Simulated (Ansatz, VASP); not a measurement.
## One calculation of AlN, two programs

```
Al N
1.0
     2.18490    2.18490    0.00000
    -2.18490    2.18490    0.00000
     0.00000    2.18490    2.18490
Al N
1 1
Direct
  0.00000 0.00000 0.00000
  0.25000 0.75000 0.50000
```

Alike in both runs: functional r2SCAN; k mesh 14 × 14 × 14; occupations fermi-dirac, width 0.1 eV; no spin polarisation.

Ansatz relaxed the structure, and its values are those at the end. VASP's run is a single point on that final structure, the one shown.

```csv
,VASP,Ansatz
version,VASP 6.6.1,Ansatz 0.2.0
potentials or method,"VASP PAW PBE potentials, release 64 (Al, N)","PAW with Ansatz's default frozen-core files, scalar-relativistic"
plane-wave cutoff (eV),520,500
valence electrons in the cell,8,8
```

```csv
,VASP,Ansatz,Ansatz less VASP
pressure (GPa),-0.4,0.0,+0.39
```

VASP's potentials were made for PBE, not for r2SCAN.
